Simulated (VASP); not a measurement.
# SiGe3Pt (P3m1) in VASP: relaxation of shape and atoms at fixed volume with PBE

Aim: the relaxation of shape and atoms at fixed volume of SiGe3Pt with PBE.

Everything below comes from runs of VASP 6.6.1. Logs are shortened: lines on timing, memory, paths and dates and some standing lists are left out, and cuts for length are marked.

**1. The cell of the first run**

Symmetry: P3m1, No. 156, trigonal system. The conventional cell has a = 4.130 Å, b = 4.130 Å, c = 7.813 Å, α = 90.00°, β = 90.00°, γ = 120.00°. Within 3.3 Å of Si (site symmetry 3m) lie 4 Ge at 2.50 to 2.52 Å. Ge (site symmetry 3m) has 3 Si at 2.50 Å and 1 Ge at 2.63 Å within 3.3 Å. Ge (site symmetry 3m) has 3 Pt at 2.56 Å and 4 Ge at 2.63 to 3.05 Å within 3.4 Å. Within 3.3 Å of Ge (site symmetry 3m) lie 1 Si at 2.52 Å and 3 Pt at 2.57 Å and 3 Ge at 3.05 Å. Pt (site symmetry 3m) has 6 Ge at 2.56 to 2.57 Å within 3.4 Å.

**2. Relaxation of shape and atoms at fixed volume, PBE (23.08 Å³/atom)**

The input, INCAR:

```
  PREC = Accurate
  ENCUT = 600
  EDIFF = 1E-6
  ISMEAR = 0
  SIGMA = 0.1
  LREAL = F
  LASPH = T
  NELM = 100
  ALGO = Normal
  ISIF = 4
  LWAVE = F
  LCHARG = F
  GGA = PE
  IBRION = 2
  NSW = 50
  EDIFFG = -0.01
```

The input, KPOINTS:

```
regular mesh
0
Gamma
  12 12 4
```

The input, POSCAR:

```
SiGe3Pt
1.0
    4.1296499234      0.0000000000      0.0000000000
   -2.0648249617      3.5763817424      0.0000000000
    0.0000000000      0.0000000000      7.8127561641
Si Ge Pt
1 3 1
Direct
    0.0000000000      0.0000000000      0.4473701093
    0.6666666667      0.3333333333      0.5449452535
    0.6666666667      0.3333333333      0.8812798192
    0.0000000000      0.0000000000      0.1248069936
    0.3333333333      0.6666666667      0.0015978244
```

Potentials or basis: VASP PAW PBE potentials, release 64 (Si, Ge_d, Pt).

Started as:

```console
$ cat potpaw_PBE.64/Si/POTCAR potpaw_PBE.64/Ge_d/POTCAR potpaw_PBE.64/Pt/POTCAR > POTCAR
$ mpirun -np 1 vasp_std > vasp.out
```

OUTCAR:

```text
PREC = Accurate
   ENCUT = 600
   EDIFF = 1E-6
   ISMEAR = 0
   LREAL = F
   LASPH = T
   NELM = 100
   ISIF = 4
   GGA = PE
   IBRION = 2
   NSW = 50
   EDIFFG = -0.01

 ion  position               nearest neighbor table
   1  0.000  0.000  0.447-   2 2.50   2 2.50   2 2.50   4 2.52
   2  0.667  0.333  0.545-   1 2.50   1 2.50   1 2.50   3 2.63
   3  0.667  0.333  0.881-   5 2.56   5 2.56   5 2.56   2 2.63
   4  0.000  0.000  0.125-   1 2.52   5 2.57   5 2.57   5 2.57
   5  0.333  0.667  0.002-   3 2.56   3 2.56   3 2.56   4 2.57   4 2.57   4 2.57

  LATTYP: Found a hexagonal cell.
 ALAT       =     4.1296499234
 C/A-ratio  =     1.8918688773

  Lattice vectors:

 A1 = (   4.1296499234,   0.0000000000,   0.0000000000)
 A2 = (  -2.0648249617,   3.5763817424,   0.0000000000)
 A3 = (   0.0000000000,   0.0000000000,   7.8127561641)

Analysis of symmetry for initial positions (statically):
=====================================================================
 Subroutine PRICEL returns:
 Original cell was already a primitive cell.

 Routine SETGRP: Setting up the symmetry group for a
 hexagonal supercell.

 Subroutine GETGRP returns: Found  6 space group operations
 (whereof  6 operations were pure point group operations)
 out of a pool of 24 trial point group operations.

The static configuration has the point symmetry C_3v.

Analysis of symmetry for dynamics (positions and initial velocities):
=====================================================================
 Subroutine PRICEL returns:
 Original cell was already a primitive cell.

 Routine SETGRP: Setting up the symmetry group for a
 hexagonal supercell.

 Subroutine GETGRP returns: Found  6 space group operations
 (whereof  6 operations were pure point group operations)
 out of a pool of 24 trial point group operations.

The dynamic configuration has the point symmetry C_3v.

 Subroutine INISYM returns: Found  6 space group operations
 (whereof  6 operations are pure point group operations),
 and found     1 'primitive' translations

----------------------------------------------------------------------------------------

                                     Primitive cell

  volume of cell :     115.3882

  direct lattice vectors                    reciprocal lattice vectors
     4.129649923  0.000000000  0.000000000     0.242151276  0.139806105  0.000000000
    -2.064824962  3.576381742  0.000000000     0.000000000  0.279612209  0.000000000
     0.000000000  0.000000000  7.812756164     0.000000000  0.000000000  0.127995803

  length of vectors
     4.129649923  4.129649923  7.812756164     0.279612209  0.279612209  0.127995803

  position of ions in fractional coordinates (direct lattice)
     0.000000000  0.000000000  0.447370109
     0.666666667  0.333333333  0.544945254
     0.666666667  0.333333333  0.881279819
     0.000000000  0.000000000  0.124806994
     0.333333333  0.666666667  0.001597824

  ion indices of the primitive-cell ions
   primitive index   ion index
                 1           1
                 2           2
                 3           3
                 4           4
                 5           5

----------------------------------------------------------------------------------------

 KPOINTS: regular mesh

Automatic generation of k-mesh.
 Grid dimensions read from file:
 generate k-points for:   12   12    4

 Generating k-lattice:

  Cartesian coordinates                     Fractional coordinates (reciprocal lattice)
     0.020179273  0.011650509  0.000000000     0.083333333  0.000000000  0.000000000
     0.000000000  0.023301017  0.000000000     0.000000000  0.083333333  0.000000000
     0.000000000  0.000000000  0.031998951     0.000000000  0.000000000  0.250000000

  Length of vectors
     0.023301017  0.023301017  0.031998951

  Shift w.r.t. Gamma in fractional coordinates (k-lattice)
     0.000000000  0.000000000  0.000000000

 Subroutine IBZKPT returns following result:
 ===========================================

 Found     69 irreducible k-points:

 Following reciprocal coordinates:
            Coordinates               Weight
  0.000000  0.000000  0.000000      1.000000
  0.083333 -0.000000  0.000000      6.000000
  0.166667  0.000000  0.000000      6.000000
  0.250000  0.000000  0.000000      6.000000
  0.333333 -0.000000  0.000000      6.000000
  0.416667  0.000000  0.000000      6.000000
[... 16 lines left out ...]
  0.166667  0.000000  0.250000      6.000000
  0.000000  0.166667  0.250000      6.000000
 [... further k-points ...]
   k-points           NKPTS =     69   k-points in BZ     NKDIM =     69   number of bands    NBANDS=     33
   number of dos      NEDOS =    301   number of ions     NIONS =      5
   total plane-waves  NPLWV =  82944
   dimension x,y,z NGX =    36 NGY =   36 NGZ =   64
   dimension x,y,z NGXF=    72 NGYF=   72 NGZF=  128
   ions per type =               1   3   1
   NGX,Y,Z   is equivalent  to a cutoff of  14.49, 14.49, 13.62 a.u.
   NGXF,Y,Z  is equivalent  to a cutoff of  28.98, 28.98, 27.24 a.u.
 SYSTEM =  unknown system
   PREC   = accura    normal or accurate (medium, high low for compatibility)
   ISTART =      0    job   : 0-new  1-cont  2-samecut
   ICHARG =      2    charge: 1-file 2-atom 10-const
   ISPIN  =      1    spin polarized calculation?
   LNONCOLLINEAR =      F non collinear calculations
   LSORBIT =      F    spin-orbit coupling
   LASPH  =      T    aspherical Exc in radial PAW
   ENCUT  =  600.0 eV  44.10 Ry    6.64 a.u.   8.25  8.25 15.60*2*pi/ulx,y,z
   NELM   =    100;   NELMIN=  2; NELMDL= -5     # of ELM steps
   EDIFF  = 0.1E-05   stopping-criterion for ELM
   LREAL  =      F    real-space projection
   EDIFFG = -.1E-01   stopping-criterion for IOM
   NSW    =     50    number of steps for IOM
   IBRION =      2    ionic relax: 0-MD 1-quasi-New 2-CG
   NFREE  =      1    steps in history (QN), initial steepest desc. (CG)
   ISIF   =      4    stress and relaxation
   ISYM   =      2    0-nonsym 1-usesym 2-fastsym
   POTIM  = 0.5000    time-step for ionic-motion
   TEBEG  =    0.0;   TEEND  =   0.0 temperature during run
   PSTRESS=    0.0 pullay stress
   NELECT =      56.0000    total number of electrons
   NUPDOWN=      -1.0000    fix difference up-down
   EMIN   =  10.00;   EMAX   =-10.00  energy-range for DOS
   EFERMI =   0.00;   METHOD = LEGACY
   ISMEAR =     0;   SIGMA  =   0.10  broadening in eV -4-tet -1-fermi 0-gaus
   EFERMI_NEDOS =   21; number of points for ismear=-14 and -15
   IALGO  =     38    algorithm
   IMIX   =      4    mixing-type and parameters
     AMIX     =   0.40;   BMIX     =  1.00
     AMIX_MAG =   1.60;   BMIX_MAG =  1.00
  volume/ion in A,a.u.               =      23.08       155.74
  Fermi-wavevector in a.u.,A,eV,Ry     =   1.286521  2.431173 22.519514  1.655138
  Thomas-Fermi vector in A             =   2.418591
   LORBIT       =      0    0 simple, 1 ext, 2 COOP (PROOUT), +10 PAW based schemes
   GGA     = PE    functional components
   LHFCALC =     F    Hartree Fock is set to
   AEXX    =    0.0000 exact exchange contribution
   IVDW    =     0    specifies the selected vdW correction
   LEPSILON=     F    determine dielectric tensor
   LRPA    =     F    only Hartree local field effects (RPA)
 conjugate gradient relaxation of ions
 non-spin polarized calculation
 Gauss-broadening in eV      SIGMA  =   0.10
  energy-cutoff  :      600.00
  volume of cell :      115.39
 maximum number of plane-waves:      3870
 NGX is ok and might be reduce to    36
   NGX = 17   NGY = 17   NGZ = 31

--------------------------------------- Ionic step        1  -------------------------------------------

 number of electron      55.9999999 magnetization

 Free energy of the ion-electron system (eV)
  ---------------------------------------------------
  ext. energy  EPLUGINS =         0.00000000
  ---------------------------------------------------
  free energy    TOTEN  =       -25.44511812 eV

  energy without entropy =      -25.44087238  energy(sigma->0) =      -25.44299525

------------------------ aborting loop because EDIFF is reached ----------------------------------------

  FORCE on cell =-STRESS in cart. coord.  units (eV):
  Direction    XX          YY          ZZ          XY          YZ          ZX
  --------------------------------------------------------------------------------------
  -------------------------------------------------------------------------------------
  Total       -3.1393708     -3.1393708     -2.5134370     -0.0000000     -0.0000000      0.0000000
  in kB      -43.5904966    -43.5904966    -34.8993401     -0.0000000     -0.0000000      0.0000000
  external PRESSURE =     -40.6934444 kB  Pullay stress =       0.0000000 kB
[... 180 lines left out ...]
  energy  without entropy=      -25.4433659670  energy(sigma->0) =      -25.44549201

--------------------------------------- Ionic step        6  -------------------------------------------

 number of electron      56.0000006 magnetization

 Free energy of the ion-electron system (eV)
  ---------------------------------------------------
  ext. energy  EPLUGINS =         0.00000000
  ---------------------------------------------------
  free energy    TOTEN  =       -25.44766733 eV

  energy without entropy =      -25.44340281  energy(sigma->0) =      -25.44553507

 E-fermi :   4.8133     XC(G=0):  -9.8166

 val. band max:        4.7925827499   @ k =   0.3333   0.2500   0.0000
 cond. band min:       4.8734196928   @ k =   0.0833  -0.0000   0.2500
 fundamental gap:      0.0808369429
 Fermi energy:         4.8132686311

 k-point     1 :       0.0000    0.0000    0.0000
  band No.  band energies     occupation
      1     -19.8051      2.00000
      2     -19.7755      2.00000
      3     -19.7755      2.00000
      4     -19.7467      2.00000
      5     -19.7467      2.00000
      6     -19.7394      2.00000
[... 853 lines left out ...]
     32       8.0939      0.00000
     33       8.3098      0.00000

 [... further k-points ...]

------------------------ aborting loop because EDIFF is reached ----------------------------------------

  FORCE on cell =-STRESS in cart. coord.  units (eV):
  Direction    XX          YY          ZZ          XY          YZ          ZX
  --------------------------------------------------------------------------------------
  -------------------------------------------------------------------------------------
  Total       -2.7821798     -2.7821798     -2.7953289      0.0000000     -0.0000000      0.0000000
  in kB      -38.6308617    -38.6308617    -38.8134386      0.0000000     -0.0000000      0.0000000
  external PRESSURE =     -38.6917206 kB  Pullay stress =       0.0000000 kB
[... 20 lines left out ...]
  FREE ENERGIE OF THE ION-ELECTRON SYSTEM (eV)
  ---------------------------------------------------
  free  energy   TOTEN  =       -25.4476673348 eV

  energy  without entropy=      -25.4434028098  energy(sigma->0) =      -25.44553507

 reached required accuracy - stopping structural energy minimisation
```

Run time: 27 min. Hardware: 1 thread of AMD EPYC 7R43 (Zen 3), shared host; peak memory 0.43 GiB.

Results:

```
Free energy                  : -25.4477 eV
Energy gained by relaxing    : 0.5 meV/atom
Ionic steps                  : 6
Pressure after relaxing      : -3.9 GPa
Largest force after relaxing : 0.009 eV/Å
Band gap on the k mesh       : zero (bands 28 and 29 overlap by 2.27 eV)
```

Forces on the atoms (eV/Å):
```
Si   0.000  0.000 -0.002
Ge   0.000  0.000 -0.009
Ge   0.000  0.000  0.003
Ge   0.000  0.000  0.001
Pt   0.000  0.000  0.008
```

The path:
| step | energy change (eV) | largest force (eV/Å) | pressure (GPa) | volume (Å³) |
| --- | --- | --- | --- | --- |
| 1 | 0.0000 | 0.1385 | -4.07 | 115.39 |
| 2 | -0.0023 | 0.0481 | -3.90 | 115.39 |
| 3 | -0.0024 | 0.0537 | -3.86 | 115.39 |
| 4 | -0.0024 | 0.0548 | -3.86 | 115.39 |
| 5 | -0.0025 | 0.0282 | -3.88 | 115.39 |
| 6 | -0.0025 | 0.0090 | -3.87 | 115.39 |

Final structure:
```yaml
crystal:
  lattice:
    - [4.11928, 0.00000, 0.00000]
    - [-2.05964, 3.56740, 0.00000]
    - [0.00000, 0.00000, 7.85216]
  atoms:
    - { symbol: Si, position: [0.00000, 0.00000, 0.44666] }
    - { symbol: Ge, position: [0.66667, 0.33333, 0.54503] }
    - { symbol: Ge, position: [0.66667, 0.33333, 0.88254] }
    - { symbol: Ge, position: [0.00000, 0.00000, 0.12410] }
    - { symbol: Pt, position: [0.33333, 0.66667, 0.00167] }
```

Levels at points of the mesh, in eV from the Fermi level:
| k point | band 25 | band 26 | band 27 | band 28 | band 29 | band 30 | band 31 | band 32 |
| --- | --- | --- | --- | --- | --- | --- | --- | --- |
| (0.00, 0.00, 0.00) | -0.86 | -0.86 | -0.63 | 0.42 | 1.54 | 1.54 | 2.94 | 3.49 |
| (0.50, 0.00, 0.00) | -2.67 | -2.37 | -2.36 | -0.97 | 0.75 | 1.09 | 1.57 | 3.09 |
| (0.00, 0.00, 0.50) | -0.93 | -0.93 | 0.54 | 1.14 | 2.03 | 2.03 | 2.78 | 2.78 |
| (0.50, 0.00, 0.50) | -2.78 | -2.09 | -1.58 | -1.34 | -1.07 | 1.17 | 1.43 | 3.86 |

Caveat: spin-orbit coupling is left out, which moves the levels of the heavy elements.

The gap in the log of VASP goes by the Fermi energy; the results here count the filled bands.